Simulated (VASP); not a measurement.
**Sn: single point with LDA**

Sn:

```
Sn
1.0
     0.00000    3.23788    3.23788
     3.23788    0.00000    3.23788
     3.23788    3.23788    0.00000
Sn
2
Direct
  0.50000 0.50000 0.50000
  0.75000 0.75000 0.75000
```

| Property | Result |
| --- | --- |
| Program | VASP 6.6.1 |
| Task | single point |
| Functional | LDA |
| Potentials or basis | VASP PAW LDA potentials, release 64 (Sn_d) |
| Cutoff | 520 eV |
| k mesh | 12 × 12 × 12 |
| Occupations | fermi-dirac, width 0.15 eV |
| Spin | no spin polarisation |

```
Pressure               : 0.0 GPa
Band gap on the k mesh : zero (band 14 reaches 5.52 eV, above the bottom of band 15 at 5.34 eV)
```

Levels at points of the mesh, in eV from the Fermi level:
| k point | band 12 | band 13 | band 14 | band 15 | band 16 | band 17 |
| --- | --- | --- | --- | --- | --- | --- |
| (0.00, 0.00, 0.00) | -0.79 | 0.05 | 0.05 | 0.05 | 2.11 | 2.11 |
| (0.50, 0.00, 0.00) | -6.40 | -1.16 | -1.16 | -0.13 | 3.19 | 3.19 |
| (0.50, 0.50, 0.00) | -7.62 | -2.52 | -2.52 | 0.72 | 0.72 | 7.65 |

It took 66 s on 1 thread of Intel(R) Xeon(R) Platinum 8375C CPU @ 2.90GHz (Ice Lake), on a shared host, peak memory 0.22 GiB.

Caveat: spin-orbit coupling is left out, which moves the levels of the heavy elements.
